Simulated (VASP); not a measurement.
A run of VASP 6.6.1:

The input INCAR:

```
PREC = Accurate
ENCUT = 520
EDIFF = 1E-6
ISMEAR = 0
SIGMA = 0.15
LREAL = False
LASPH = True
NELM = 80
ALGO = Fast
ISIF = 2
LWAVE = False
LCHARG = False
GGA = PS
NBANDS = 12
```

KPOINTS

```
Automatic mesh
0
Gamma
  20 20 20
```

The input POSCAR:

```
Ag
1.0
    0.0000000000      2.0431000000      2.2218712500
    2.0431000000      0.0000000000      2.2218712500
    2.0431000000      2.0431000000      0.0000000000
Ag
1
Direct
    0.0000000000      0.0000000000      0.0000000000
```

Potentials or basis: VASP PAW PBE potentials, release 64 (Ag).

Launch:

```console
$ cat potpaw_PBE.64/Ag/POTCAR > POTCAR
$ mpirun -np 1 vasp_std > vasp.out
```

Hardware: 1 thread of Intel(R) Xeon(R) Platinum 8488C (Sapphire Rapids), on a shared host.

How long does it take, and how much memory?

It took 48 s on 1 thread of Intel(R) Xeon(R) Platinum 8488C (Sapphire Rapids), on a shared host, peak memory 0.25 GiB. Counts: scf iterations 11, k points 641.
